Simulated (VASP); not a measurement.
# Ge3Se4 (Pm-3m) in VASP: relaxation of cell and atoms with PBE

Aim: the relaxation of cell and atoms of Ge3Se4 with PBE.

All numbers are computed with VASP 6.6.1; they aren't measurements. Logs are shortened: lines on timing, memory, paths and dates and some standing lists are left out, and cuts for length are marked.

## 1. The cell of the first run

Symmetry: Pm-3m, No. 221, cubic system. The conventional cell has a = 5.612 Å, b = 5.612 Å, c = 5.612 Å, α = 90.00°, β = 90.00°, γ = 90.00°. Ge (site symmetry 4/mmm) has 4 Se at 2.81 Å within 3.7 Å. Within 3.7 Å of Se (site symmetry 4/mmm) lie 4 Ge at 2.81 Å and 2 Se at 2.81 Å. Se (site symmetry m-3m) has 6 Se at 2.81 Å within 3.7 Å.

## 2. Relaxation of cell and atoms, PBE

Input file INCAR:

```
SYSTEM = Ge3Se4
ALGO = Normal ; EDIFF = 1E-7
EDIFFG = -0.01 ; ENCUT = 600
GGA = PE ; IBRION = 2
ISIF = 3 ; ISMEAR = 0
LASPH = .TRUE. ; LCHARG = .FALSE.
LREAL = .FALSE. ; LWAVE = .FALSE.
NELM = 100 ; NSW = 100
PREC = Accurate ; SIGMA = 0.1
```

Input file KPOINTS:

```
k-points
0
G
  8 8 8
  0 0 0
```

Input file POSCAR:

```
Ge3Se4
1.0
    5.6116568800      0.0000000000      0.0000000000
    0.0000000000      5.6116568800      0.0000000000
    0.0000000000      0.0000000000      5.6116568800
Ge Se
3 4
Direct
    0.0000000000      0.5000000000      0.5000000000
    0.5000000000      0.0000000000      0.5000000000
    0.5000000000      0.5000000000      0.0000000000
    0.5000000000      0.0000000000      0.0000000000
    0.0000000000      0.5000000000      0.0000000000
    0.0000000000      0.0000000000      0.5000000000
    0.0000000000      0.0000000000      0.0000000000
```

Potentials or basis: VASP PAW PBE potentials, release 64 (Ge_d, Se).

Run with:

```
$ cat potpaw_PBE.64/Ge_d/POTCAR potpaw_PBE.64/Se/POTCAR > POTCAR
$ mpirun -np 1 vasp_std > vasp.out
```

OUTCAR:

```text
SYSTEM = Ge3Se4
   EDIFF = 1E-7
   EDIFFG = -0.01
   ENCUT = 600
   GGA = PE
   IBRION = 2
   ISIF = 3
   ISMEAR = 0
   LASPH = .TRUE.
   LREAL = .FALSE.
   NELM = 100
   NSW = 100
   PREC = Accurate

 ion  position               nearest neighbor table
   1  0.000  0.500  0.500-   5 2.81   6 2.81   5 2.81   6 2.81
   2  0.500  0.000  0.500-   4 2.81   6 2.81   4 2.81   6 2.81
   3  0.500  0.500  0.000-   4 2.81   5 2.81   4 2.81   5 2.81
   4  0.500  0.000  0.000-   2 2.81   3 2.81   2 2.81   3 2.81
   5  0.000  0.500  0.000-   1 2.81   3 2.81   1 2.81   3 2.81
   6  0.000  0.000  0.500-   1 2.81   2 2.81   1 2.81   2 2.81
   7  0.000  0.000  0.000-

  LATTYP: Found a simple cubic cell.
 ALAT       =     5.6116568800

  Lattice vectors:

 A1 = (   5.6116568800,   0.0000000000,   0.0000000000)
 A2 = (   0.0000000000,   5.6116568800,   0.0000000000)
 A3 = (   0.0000000000,   0.0000000000,   5.6116568800)

Analysis of symmetry for initial positions (statically):
=====================================================================
 Subroutine PRICEL returns:
 Original cell was already a primitive cell.

 Routine SETGRP: Setting up the symmetry group for a
 simple cubic supercell.

 Subroutine GETGRP returns: Found 48 space group operations
 (whereof 48 operations were pure point group operations)
 out of a pool of 48 trial point group operations.

The static configuration has the point symmetry O_h .

Analysis of symmetry for dynamics (positions and initial velocities):
=====================================================================
 Subroutine PRICEL returns:
 Original cell was already a primitive cell.

 Routine SETGRP: Setting up the symmetry group for a
 simple cubic supercell.

 Subroutine GETGRP returns: Found 48 space group operations
 (whereof 48 operations were pure point group operations)
 out of a pool of 48 trial point group operations.

The dynamic configuration has the point symmetry O_h .

 Subroutine INISYM returns: Found 48 space group operations
 (whereof 48 operations are pure point group operations),
 and found     1 'primitive' translations

----------------------------------------------------------------------------------------

                                     Primitive cell

  volume of cell :     176.7150

  direct lattice vectors                    reciprocal lattice vectors
     5.611656880  0.000000000  0.000000000     0.178200489  0.000000000  0.000000000
     0.000000000  5.611656880  0.000000000     0.000000000  0.178200489  0.000000000
     0.000000000  0.000000000  5.611656880     0.000000000  0.000000000  0.178200489

  length of vectors
     5.611656880  5.611656880  5.611656880     0.178200489  0.178200489  0.178200489

  position of ions in fractional coordinates (direct lattice)
     0.000000000  0.500000000  0.500000000
     0.500000000  0.000000000  0.500000000
     0.500000000  0.500000000  0.000000000
     0.500000000  0.000000000  0.000000000
     0.000000000  0.500000000  0.000000000
     0.000000000  0.000000000  0.500000000
     0.000000000  0.000000000  0.000000000

  ion indices of the primitive-cell ions
   primitive index   ion index
                 1           1
                 2           2
                 3           3
                 4           4
                 5           5
                 6           6
                 7           7

[... 80 lines left out ...]
   TEBEG  =    0.0;   TEEND  =   0.0 temperature during run
   PSTRESS=    0.0 pullay stress
   NELECT =      66.0000    total number of electrons
   NUPDOWN=      -1.0000    fix difference up-down
   EMIN   =  10.00;   EMAX   =-10.00  energy-range for DOS
   EFERMI =   0.00;   METHOD = LEGACY
   ISMEAR =     0;   SIGMA  =   0.10  broadening in eV -4-tet -1-fermi 0-gaus
   EFERMI_NEDOS =   21; number of points for ismear=-14 and -15
   IALGO  =     38    algorithm
   IMIX   =      4    mixing-type and parameters
     AMIX     =   0.40;   BMIX     =  1.00
     AMIX_MAG =   1.60;   BMIX_MAG =  1.00
  volume/ion in A,a.u.               =      25.24       170.36
  Fermi-wavevector in a.u.,A,eV,Ry     =   1.178958  2.227908 18.911311  1.389942
  Thomas-Fermi vector in A             =   2.315278
   LORBIT       =      0    0 simple, 1 ext, 2 COOP (PROOUT), +10 PAW based schemes
   GGA     = PE    functional components
   LHFCALC =     F    Hartree Fock is set to
   AEXX    =    0.0000 exact exchange contribution
   IVDW    =     0    specifies the selected vdW correction
   LEPSILON=     F    determine dielectric tensor
   LRPA    =     F    only Hartree local field effects (RPA)
 conjugate gradient relaxation of ions
 non-spin polarized calculation
 Gauss-broadening in eV      SIGMA  =   0.10
  energy-cutoff  :      600.00
  volume of cell :      176.71
 maximum number of plane-waves:      5940
 NGX is ok and might be reduce to    48
   NGX = 23   NGY = 23   NGZ = 23

--------------------------------------- Ionic step        1  -------------------------------------------

 number of electron      65.9999984 magnetization

 Free energy of the ion-electron system (eV)
  ---------------------------------------------------
  ext. energy  EPLUGINS =         0.00000000
  ---------------------------------------------------
  free energy    TOTEN  =       -26.19450732 eV

  energy without entropy =      -26.18887063  energy(sigma->0) =      -26.19168897

------------------------ aborting loop because EDIFF is reached ----------------------------------------

  FORCE on cell =-STRESS in cart. coord.  units (eV):
  Direction    XX          YY          ZZ          XY          YZ          ZX
  --------------------------------------------------------------------------------------
  -------------------------------------------------------------------------------------
  Total       -0.0996541     -0.0996541     -0.0996541     -0.0000000      0.0000000     -0.0000000
  in kB       -0.9035090     -0.9035090     -0.9035090     -0.0000000      0.0000000     -0.0000000
  external PRESSURE =      -0.9035090 kB  Pullay stress =       0.0000000 kB

 VOLUME and BASIS-vectors are now :
 -----------------------------------------------------------------------------
  energy-cutoff  :      600.00
  volume of cell :      176.71
      direct lattice vectors                 reciprocal lattice vectors
     5.611656880  0.000000000  0.000000000     0.178200489  0.000000000  0.000000000
     0.000000000  5.611656880  0.000000000     0.000000000  0.178200489  0.000000000
     0.000000000  0.000000000  5.611656880     0.000000000  0.000000000  0.178200489

 POSITION                                       TOTAL-FORCE (eV/Angst)
 -----------------------------------------------------------------------------------
      0.00000      2.80583      2.80583         0.000000      0.000000      0.000000
      2.80583      0.00000      2.80583         0.000000      0.000000      0.000000
      2.80583      2.80583      0.00000         0.000000      0.000000      0.000000
      2.80583      0.00000      0.00000         0.000000      0.000000      0.000000
      0.00000      2.80583      0.00000         0.000000      0.000000      0.000000
      0.00000      0.00000      2.80583         0.000000      0.000000      0.000000
      0.00000      0.00000      0.00000         0.000000      0.000000      0.000000
 -----------------------------------------------------------------------------------
    total drift:                                0.000000      0.000000     -0.000000

  FREE ENERGIE OF THE ION-ELECTRON SYSTEM (eV)
  ---------------------------------------------------
  free  energy   TOTEN  =       -26.1945073200 eV

  energy  without entropy=      -26.1888706263  energy(sigma->0) =      -26.19168897

--------------------------------------- Ionic step        2  -------------------------------------------

 number of electron      65.9999989 magnetization

 Free energy of the ion-electron system (eV)
  ---------------------------------------------------
  ext. energy  EPLUGINS =         0.00000000
  ---------------------------------------------------
  free energy    TOTEN  =       -26.19458954 eV

  energy without entropy =      -26.18891012  energy(sigma->0) =      -26.19174983

 E-fermi :   3.9575     XC(G=0):  -9.4991

 val. band max:        3.8689194190   @ k =   0.3750   0.3750   0.0000
 cond. band min:       3.9614089834   @ k =   0.3750   0.1250   0.0000
 fundamental gap:      0.0924895644
 Fermi energy:         3.9574803726

 k-point     1 :       0.0000    0.0000    0.0000
  band No.  band energies     occupation
      1     -21.0977      2.00000
      2     -21.0977      2.00000
      3     -21.0950      2.00000
      4     -21.0917      2.00000
      5     -21.0917      2.00000
      6     -21.0917      2.00000
[... 997 lines left out ...]
     38       5.7410      0.00000
     39       6.2844      0.00000

 [... further k-points ...]

------------------------ aborting loop because EDIFF is reached ----------------------------------------

  FORCE on cell =-STRESS in cart. coord.  units (eV):
  Direction    XX          YY          ZZ          XY          YZ          ZX
  --------------------------------------------------------------------------------------
  -------------------------------------------------------------------------------------
  Total        0.0168220      0.0168220      0.0168220      0.0000000     -0.0000000     -0.0000000
  in kB        0.1528305      0.1528305      0.1528305      0.0000000     -0.0000000     -0.0000000
  external PRESSURE =       0.1528305 kB  Pullay stress =       0.0000000 kB

 VOLUME and BASIS-vectors are now :
 -----------------------------------------------------------------------------
  energy-cutoff  :      600.00
  volume of cell :      176.35
      direct lattice vectors                 reciprocal lattice vectors
     5.607802811  0.000000000 -0.000000000     0.178322961  0.000000000 -0.000000000
    -0.000000000  5.607802811 -0.000000000    -0.000000000  0.178322961 -0.000000000
     0.000000000  0.000000000  5.607802811     0.000000000  0.000000000  0.178322961

 POSITION                                       TOTAL-FORCE (eV/Angst)
 -----------------------------------------------------------------------------------
      0.00000      2.80390      2.80390         0.000000      0.000000      0.000000
      2.80390      0.00000      2.80390         0.000000      0.000000      0.000000
      2.80390      2.80390     -0.00000        -0.000000     -0.000000      0.000000
      2.80390      0.00000     -0.00000        -0.000000     -0.000000      0.000000
     -0.00000      2.80390     -0.00000        -0.000000     -0.000000      0.000000
      0.00000      0.00000      2.80390        -0.000000     -0.000000      0.000000
      0.00000      0.00000      0.00000        -0.000000     -0.000000      0.000000
 -----------------------------------------------------------------------------------
    total drift:                                0.000000      0.000000     -0.000000

  FREE ENERGIE OF THE ION-ELECTRON SYSTEM (eV)
  ---------------------------------------------------
  free  energy   TOTEN  =       -26.1945895394 eV

  energy  without entropy=      -26.1889101194  energy(sigma->0) =      -26.19174983

 reached required accuracy - stopping structural energy minimisation
```

It took 5.7 min on 1 thread of AMD EPYC 9R45 (Zen 5), shared host; peak memory 0.46 GiB.

What came out:

* Free energy: -26.1946 eV
* Relaxed volume: 25.19 Å³/atom
* Relaxed cell: a = 5.608 Å, b = 5.608 Å, c = 5.608 Å, α = 90.00°, β = 90.00°, γ = 90.00°
* Space group after relaxing (to 0.05 Å): Pm-3m (No. 221)
* Energy gained by relaxing: 0.0 meV/atom
* Ionic steps: 2
* Pressure after relaxing: 0.0 GPa
* Band gap on the k mesh: zero (band 33 reaches 5.20 eV, above the bottom of band 34 at 3.39 eV)

Final structure:
```xyz
7
Lattice="5.6078 0.0000 0.0000 0.0000 5.6078 0.0000 0.0000 0.0000 5.6078" Properties=species:S:1:pos:R:3 pbc="T T T"
Ge    0.0000    2.8039    2.8039
Ge    2.8039    0.0000    2.8039
Ge    2.8039    2.8039    0.0000
Se    2.8039    0.0000    0.0000
Se    0.0000    2.8039    0.0000
Se    0.0000    0.0000    2.8039
Se    0.0000    0.0000    0.0000
```

Levels at points of the mesh, in eV from the Fermi level:
| k point | band 30 | band 31 | band 32 | band 33 | band 34 | band 35 | band 36 | band 37 |
| --- | --- | --- | --- | --- | --- | --- | --- | --- |
| (0.00, 0.00, 0.00) | -3.48 | -3.48 | 1.23 | 1.23 | 1.23 | 2.69 | 2.69 | 2.69 |
| (0.50, 0.00, 0.00) | -2.32 | -0.70 | -0.31 | 0.50 | 0.50 | 0.71 | 1.41 | 1.49 |
| (0.50, 0.50, 0.00) | -2.04 | -1.40 | -0.29 | -0.27 | -0.27 | -0.13 | 0.75 | 0.75 |
| (0.50, 0.50, 0.50) | -1.91 | -1.91 | -1.72 | -0.23 | -0.23 | -0.23 | 0.76 | 0.76 |
